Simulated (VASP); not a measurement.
A run of VASP 6.6.1 is set up as follows.

File INCAR:

```
PREC = Accurate
ENCUT = 520
EDIFF = 1E-6
ISMEAR = -1
SIGMA = 0.1
LREAL = F
LASPH = T
NELM = 100
ALGO = Normal
ISIF = 2
LWAVE = F
LCHARG = F
GGA = RE
NBANDS = 10
```

Contents of KPOINTS:

```
Automatic mesh
0
Gamma
  14 14 8
```

POSCAR

```
Al
1.0
    2.9306853712      0.0000000000      0.0000000000
   -1.4653426856      2.5380479820      0.0000000000
    0.0000000000      0.0000000000      4.7146284224
Al
2
Direct
    0.3333333333      0.6666666667      0.2500000000
    0.6666666667      0.3333333333      0.7500000000
```

Potentials or basis: VASP PAW PBE potentials, release 64 (Al).

Command:

```console
$ cat potpaw_PBE.64/Al/POTCAR > POTCAR
$ mpirun -np 1 vasp_std > vasp.out
```

(1) Estimate the band gap on the k mesh.

(2) Predict the pressure.

Results:

(1) zero (band 3 reaches 11.72 eV, above the bottom of band 4 at 4.29 eV).

(2) -2.7 GPa.

Caveat: the PAW data sets were made with another functional, which shifts forces and pressure a little.
